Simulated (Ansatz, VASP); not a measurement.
**One calculation of Cr, two programs**

```
Cr
1.0
     4.29045    0.00000    0.00000
    -2.14522    3.71564    0.00000
     0.00000    0.00000    2.30640
Cr
3
Direct
  0.00000 0.00000 0.00000
  0.33333 0.66667 0.50000
  0.66667 0.33333 0.50000
```

Alike in both runs: functional BLYP; k mesh 9 × 9 × 13; occupations fermi-dirac, width 0.1 eV; no spin polarisation.

Ansatz relaxed the structure, and its values are those at the end. VASP's run is a single point on that final structure, the one shown.

```csv
,VASP,Ansatz
version,VASP 6.6.1,Ansatz 0.2.0
potentials or method,"VASP PAW PBE potentials, release 64 (Cr_pv), cutoff 520 eV","plane waves (420 eV) with PAW, scalar-relativistic"
valence electrons in the cell,36,42
```

|  | VASP | Ansatz | Ansatz less VASP |
| --- | --- | --- | --- |
| pressure (GPa) | -0.1 | 0.0 | +0.09 |

VASP's potentials were made for PBE, not for BLYP. VASP's potentials hold 36 valence electrons a cell and Ansatz's 42, so a difference there can come from the potentials and not from the codes.
